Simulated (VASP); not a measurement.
# AlGa3N4 (P-43m) in VASP: relaxation of the atoms with PBEsol

Aim: the relaxation of the atoms of AlGa3N4 with PBEsol.

All numbers are computed with VASP 6.6.1; they aren't measurements. Logs are shortened: lines on timing, memory, paths and dates and some standing lists are left out, and cuts for length are marked.

## (1) The cell of the first run

Symmetry: P-43m, No. 215, cubic system. Conventional cell: a = 4.281 Å, b = 4.281 Å, c = 4.281 Å, α = 90.00°, β = 90.00°, γ = 90.00°. Within 2.4 Å of Al (site symmetry -43m) lie 4 N at 1.82 Å. Ga (site symmetry -42m) has 4 N at 1.87 Å within 2.5 Å. Within 2.4 Å of N (site symmetry 3m) lie 1 Al at 1.82 Å and 3 Ga at 1.87 Å.

## (2) Relaxation of the atoms, PBEsol (9.81 Å³/atom)

INCAR reads:

```
PREC = Accurate
ENCUT = 520
EDIFF = 1E-6
ISMEAR = 0
SIGMA = 0.02
LREAL = F
LASPH = T
NELM = 100
ALGO = Normal
ISIF = 2
LWAVE = F
LCHARG = F
GGA = PS
IBRION = 2
NSW = 50
EDIFFG = -0.01
```

KPOINTS reads:

```
regular mesh
0
Gamma
  6 6 6
```

POSCAR reads:

```
AlGa3N4
1.0
    4.2812562205      0.0000000000      0.0000000000
    0.0000000000      4.2812562205      0.0000000000
    0.0000000000      0.0000000000      4.2812562205
Al Ga N
1 3 4
Direct
    0.0000000000      0.0000000000      0.0000000000
    0.5000000000      0.5000000000      0.0000000000
    0.5000000000      0.0000000000      0.5000000000
    0.0000000000      0.5000000000      0.5000000000
    0.7551302381      0.7551302381      0.2448697619
    0.7551302381      0.2448697619      0.7551302381
    0.2448697619      0.7551302381      0.7551302381
    0.2448697619      0.2448697619      0.2448697619
```

Potentials or basis: VASP PAW PBE potentials, release 64 (Al, Ga_d, N).

On the command line:

```console
cat potpaw_PBE.64/Al/POTCAR potpaw_PBE.64/Ga_d/POTCAR potpaw_PBE.64/N/POTCAR > POTCAR
mpirun -np 1 vasp_std > vasp.out
```

OUTCAR:

```text
PREC = Accurate
   ENCUT = 520
   EDIFF = 1E-6
   ISMEAR = 0
   LREAL = F
   LASPH = T
   NELM = 100
   ISIF = 2
   GGA = PS
   IBRION = 2
   NSW = 50
   EDIFFG = -0.01

 ion  position               nearest neighbor table
   1  0.000  0.000  0.000-   5 1.82   6 1.82   7 1.82   8 1.82   3 3.03   4 3.03   2 3.03   3 3.03
                             4 3.03   2 3.03   4 3.03   4 3.03   2 3.03   3 3.03   3 3.03   2 3.03
   2  0.500  0.500  0.000-   5 1.87   6 1.87   7 1.87   8 1.87   1 3.03   1 3.03   1 3.03   1 3.03

   3  0.500  0.000  0.500-   5 1.87   6 1.87   7 1.87   8 1.87   1 3.03   1 3.03   1 3.03   1 3.03

   4  0.000  0.500  0.500-   5 1.87   6 1.87   7 1.87   8 1.87   1 3.03   1 3.03   1 3.03   1 3.03

   5  0.755  0.755  0.245-   1 1.82   2 1.87   3 1.87   4 1.87
   6  0.755  0.245  0.755-   1 1.82   2 1.87   3 1.87   4 1.87
   7  0.245  0.755  0.755-   1 1.82   2 1.87   3 1.87   4 1.87
   8  0.245  0.245  0.245-   1 1.82   2 1.87   3 1.87   4 1.87

  LATTYP: Found a simple cubic cell.
 ALAT       =     4.2812562205

  Lattice vectors:

 A1 = (   4.2812562205,   0.0000000000,   0.0000000000)
 A2 = (   0.0000000000,   4.2812562205,   0.0000000000)
 A3 = (   0.0000000000,   0.0000000000,   4.2812562205)

Analysis of symmetry for initial positions (statically):
=====================================================================
 Subroutine PRICEL returns:
 Original cell was already a primitive cell.

 Routine SETGRP: Setting up the symmetry group for a
 simple cubic supercell.

 Subroutine GETGRP returns: Found 24 space group operations
 (whereof 24 operations were pure point group operations)
 out of a pool of 48 trial point group operations.

The static configuration has the point symmetry T_d .

Analysis of symmetry for dynamics (positions and initial velocities):
=====================================================================
 Subroutine PRICEL returns:
 Original cell was already a primitive cell.

 Routine SETGRP: Setting up the symmetry group for a
 simple cubic supercell.

 Subroutine GETGRP returns: Found 24 space group operations
 (whereof 24 operations were pure point group operations)
 out of a pool of 48 trial point group operations.

The dynamic configuration has the point symmetry T_d .

 Subroutine INISYM returns: Found 24 space group operations
 (whereof 24 operations are pure point group operations),
 and found     1 'primitive' translations

----------------------------------------------------------------------------------------

                                     Primitive cell

  volume of cell :      78.4718

  direct lattice vectors                    reciprocal lattice vectors
     4.281256221  0.000000000  0.000000000     0.233576303  0.000000000  0.000000000
     0.000000000  4.281256221  0.000000000     0.000000000  0.233576303  0.000000000
     0.000000000  0.000000000  4.281256221     0.000000000  0.000000000  0.233576303

  length of vectors
     4.281256221  4.281256221  4.281256221     0.233576303  0.233576303  0.233576303

  position of ions in fractional coordinates (direct lattice)
     0.000000000  0.000000000  0.000000000
     0.500000000  0.500000000  0.000000000
     0.500000000  0.000000000  0.500000000
     0.000000000  0.500000000  0.500000000
     0.755130238  0.755130238  0.244869762
     0.755130238  0.244869762  0.755130238
     0.244869762  0.755130238  0.755130238
     0.244869762  0.244869762  0.244869762

  ion indices of the primitive-cell ions
   primitive index   ion index
                 1           1
                 2           2
                 3           3
                 4           4
                 5           5
                 6           6
                 7           7
                 8           8

----------------------------------------------------------------------------------------

 KPOINTS: regular mesh

Automatic generation of k-mesh.
 Grid dimensions read from file:
 generate k-points for:    6    6    6

 Generating k-lattice:

  Cartesian coordinates                     Fractional coordinates (reciprocal lattice)
     0.038929384  0.000000000  0.000000000     0.166666667  0.000000000  0.000000000
     0.000000000  0.038929384  0.000000000     0.000000000  0.166666667  0.000000000
     0.000000000  0.000000000  0.038929384     0.000000000  0.000000000  0.166666667

  Length of vectors
     0.038929384  0.038929384  0.038929384

  Shift w.r.t. Gamma in fractional coordinates (k-lattice)
     0.000000000  0.000000000  0.000000000

 Subroutine IBZKPT returns following result:
 ===========================================

 Found     20 irreducible k-points:

 Following reciprocal coordinates:
            Coordinates               Weight
  0.000000  0.000000  0.000000      1.000000
  0.166667  0.000000  0.000000      6.000000
  0.333333  0.000000  0.000000      6.000000
  0.500000  0.000000  0.000000      3.000000
  0.166667  0.166667  0.000000     12.000000
  0.333333  0.166667  0.000000     24.000000
[... 12 lines left out ...]
  0.500000  0.500000  0.333333      6.000000
  0.500000  0.500000  0.500000      1.000000
   k-points           NKPTS =     20   k-points in BZ     NKDIM =     20   number of bands    NBANDS=     37
   number of dos      NEDOS =    301   number of ions     NIONS =      8
   total plane-waves  NPLWV =  32768
   dimension x,y,z NGX =    32 NGY =   32 NGZ =   32
   dimension x,y,z NGXF=    64 NGYF=   64 NGZF=   64
   ions per type =               1   3   4
   NGX,Y,Z   is equivalent  to a cutoff of  12.43, 12.43, 12.43 a.u.
   NGXF,Y,Z  is equivalent  to a cutoff of  24.85, 24.85, 24.85 a.u.
 SYSTEM =  unknown system
   PREC   = accura    normal or accurate (medium, high low for compatibility)
   ISTART =      0    job   : 0-new  1-cont  2-samecut
   ICHARG =      2    charge: 1-file 2-atom 10-const
   ISPIN  =      1    spin polarized calculation?
   LNONCOLLINEAR =      F non collinear calculations
   LSORBIT =      F    spin-orbit coupling
   LASPH  =      T    aspherical Exc in radial PAW
   ENCUT  =  520.0 eV  38.22 Ry    6.18 a.u.   7.96  7.96  7.96*2*pi/ulx,y,z
   NELM   =    100;   NELMIN=  2; NELMDL= -5     # of ELM steps
   EDIFF  = 0.1E-05   stopping-criterion for ELM
   LREAL  =      F    real-space projection
   EDIFFG = -.1E-01   stopping-criterion for IOM
   NSW    =     50    number of steps for IOM
   IBRION =      2    ionic relax: 0-MD 1-quasi-New 2-CG
   NFREE  =      1    steps in history (QN), initial steepest desc. (CG)
   ISIF   =      2    stress and relaxation
   ISYM   =      2    0-nonsym 1-usesym 2-fastsym
   POTIM  = 0.5000    time-step for ionic-motion
   TEBEG  =    0.0;   TEEND  =   0.0 temperature during run
   PSTRESS=    0.0 pullay stress
   NELECT =      62.0000    total number of electrons
   NUPDOWN=      -1.0000    fix difference up-down
   EMIN   =  10.00;   EMAX   =-10.00  energy-range for DOS
   EFERMI =   0.00;   METHOD = LEGACY
   ISMEAR =     0;   SIGMA  =   0.02  broadening in eV -4-tet -1-fermi 0-gaus
   EFERMI_NEDOS =   21; number of points for ismear=-14 and -15
   IALGO  =     38    algorithm
   IMIX   =      4    mixing-type and parameters
     AMIX     =   0.40;   BMIX     =  1.00
     AMIX_MAG =   1.60;   BMIX_MAG =  1.00
  volume/ion in A,a.u.               =       9.81        66.19
  Fermi-wavevector in a.u.,A,eV,Ry     =   1.513448  2.860002 31.164483  2.290525
  Thomas-Fermi vector in A             =   2.623238
   LORBIT       =      0    0 simple, 1 ext, 2 COOP (PROOUT), +10 PAW based schemes
   GGA     = PS    functional components
   LHFCALC =     F    Hartree Fock is set to
   AEXX    =    0.0000 exact exchange contribution
   IVDW    =     0    specifies the selected vdW correction
   LEPSILON=     F    determine dielectric tensor
   LRPA    =     F    only Hartree local field effects (RPA)
 conjugate gradient relaxation of ions
 non-spin polarized calculation
 Gauss-broadening in eV      SIGMA  =   0.02
  energy-cutoff  :      520.00
  volume of cell :       78.47
 maximum number of plane-waves:      2176
 NGX is ok and might be reduce to    32
   NGX = 15   NGY = 15   NGZ = 15

 number of electron      62.0000007 magnetization

 Free energy of the ion-electron system (eV)
  ---------------------------------------------------
  ext. energy  EPLUGINS =         0.00000000
  ---------------------------------------------------
  free energy    TOTEN  =       -54.01547198 eV

  energy without entropy =      -54.01547198  energy(sigma->0) =      -54.01547198

 E-fermi :   6.8616     XC(G=0): -12.4168

 val. band max:        6.7432952371   @ k =   0.0000   0.0000   0.0000
 cond. band min:       9.9566580824   @ k =   0.0000   0.0000   0.0000
 fundamental gap:      3.2133628453
 Fermi energy:         6.8616363011

 k-point     1 :       0.0000    0.0000    0.0000
  band No.  band energies     occupation
      1     -10.0249      2.00000
      2      -8.1806      2.00000
      3      -8.1806      2.00000
      4      -8.1806      2.00000
      5      -6.5015      2.00000
      6      -6.4392      2.00000
[... 29 lines left out ...]
     36      13.9087      0.00000
     37      13.9087      0.00000

 k-point     2 :       0.1667    0.0000    0.0000
  band No.  band energies     occupation
      1      -9.8864      2.00000
      2      -8.2546      2.00000
      3      -8.1837      2.00000
      4      -8.1837      2.00000
      5      -6.4890      2.00000
      6      -6.4344      2.00000
[... 29 lines left out ...]
     36      14.1795      0.00000
     37      14.4988      0.00000
[... 678 lines left out ...]
     36      15.4697      0.00000
     37      15.8289      0.00000

 k-point    20 :       0.5000    0.5000    0.5000
  band No.  band energies     occupation
      1      -8.6402      2.00000
      2      -8.4586      2.00000
      3      -8.4586      2.00000
      4      -8.4586      2.00000
      5      -6.4501      2.00000
      6      -6.4501      2.00000
[... 29 lines left out ...]
     36      16.3499      0.00000
     37      16.3500      0.00000

------------------------ aborting loop because EDIFF is reached ----------------------------------------

  FORCE on cell =-STRESS in cart. coord.  units (eV):
  Direction    XX          YY          ZZ          XY          YZ          ZX
  --------------------------------------------------------------------------------------
  -------------------------------------------------------------------------------------
  Total       15.6154174     15.6154174     15.6154174     -0.0000000     -0.0000000      0.0000000
  in kB      318.8236430    318.8236430    318.8236430     -0.0000000     -0.0000000      0.0000000
  external PRESSURE =     318.8236430 kB  Pullay stress =       0.0000000 kB

 VOLUME and BASIS-vectors are now :
 -----------------------------------------------------------------------------
  energy-cutoff  :      520.00
  volume of cell :       78.47
      direct lattice vectors                 reciprocal lattice vectors
     4.281256221  0.000000000  0.000000000     0.233576303  0.000000000  0.000000000
     0.000000000  4.281256221  0.000000000     0.000000000  0.233576303  0.000000000
     0.000000000  0.000000000  4.281256221     0.000000000  0.000000000  0.233576303

 POSITION                                       TOTAL-FORCE (eV/Angst)
 -----------------------------------------------------------------------------------
      0.00000      0.00000      0.00000         0.000000     -0.000000     -0.000000
      2.14063      2.14063      0.00000         0.000000     -0.000000     -0.000000
      2.14063      0.00000      2.14063         0.000000     -0.000000     -0.000000
      0.00000      2.14063      2.14063         0.000000     -0.000000     -0.000000
      3.23291      3.23291      1.04835         0.000688      0.000688     -0.000688
      3.23291      1.04835      3.23291         0.000688     -0.000688      0.000688
      1.04835      3.23291      3.23291        -0.000688      0.000688      0.000688
      1.04835      1.04835      1.04835        -0.000688     -0.000688     -0.000688
 -----------------------------------------------------------------------------------
    total drift:                                0.000000      0.000000     -0.000000

  FREE ENERGIE OF THE ION-ELECTRON SYSTEM (eV)
  ---------------------------------------------------
  free  energy   TOTEN  =       -54.0154719798 eV

  energy  without entropy=      -54.0154719798  energy(sigma->0) =      -54.01547198

 reached required accuracy - stopping structural energy minimisation
```

Wall time 69 s (1 thread of Intel Xeon 8259CL, shared host); peak memory 0.2 GiB.

What came out:

* Free energy: -54.0155 eV
* Pressure after relaxing: 31.9 GPa
* Band gap on the k mesh: 3.21 eV

Final structure:
```yaml
crystal:
  lattice:
    - [4.28126, 0.00000, 0.00000]
    - [0.00000, 4.28126, 0.00000]
    - [0.00000, 0.00000, 4.28126]
  atoms:
    - { symbol: Al, position: [0.00000, 0.00000, 0.00000] }
    - { symbol: Ga, position: [0.50000, 0.50000, 0.00000] }
    - { symbol: Ga, position: [0.50000, 0.00000, 0.50000] }
    - { symbol: Ga, position: [0.00000, 0.50000, 0.50000] }
    - { symbol: N, position: [0.75513, 0.75513, 0.24487] }
    - { symbol: N, position: [0.75513, 0.24487, 0.75513] }
    - { symbol: N, position: [0.24487, 0.75513, 0.75513] }
    - { symbol: N, position: [0.24487, 0.24487, 0.24487] }
```

Caveat: the PAW data sets were made with another functional, which shifts forces and pressure a little.
